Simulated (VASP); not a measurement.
Input of a VASP 6.6.1 run:

The input INCAR:

```
SYSTEM = CaMg
ALGO = Normal
EDIFF = 1E-6
ENCUT = 520
GGA = CA
ISIF = 2
ISMEAR = 0
LASPH = .True.
LCHARG = .False.
LREAL = .False.
LWAVE = .False.
NBANDS = 13
NELM = 100
PREC = Accurate
SIGMA = 0.15
```

File KPOINTS:

```
k-points
0
Gamma
  14 14 14
  0 0 0
```

POSCAR

```
CaMg
1.0
    4.0539361215      0.0000000000      0.0000000000
    0.0000000000      4.0539361215      0.0000000000
    0.0000000000      0.0000000000      4.0539361215
Ca Mg
1 1
Direct
    0.0000000000      0.0000000000      0.0000000000
    0.5000000000      0.5000000000      0.5000000000
```

Potentials or basis: VASP PAW LDA potentials, release 64 (Ca_sv, Mg).

Launch:

```console
$ cat potpaw_LDA.64/Ca_sv/POTCAR potpaw_LDA.64/Mg/POTCAR > POTCAR
$ mpirun -np 1 vasp_std > vasp.out
```

Question: Estimate the band gap on the k mesh.

Answer: Zero (bands 6 and 7 overlap by 1.29 eV).

Question: Estimate the pressure.

Answer: -3.4 GPa.

Caveat: the cell stands under tension.
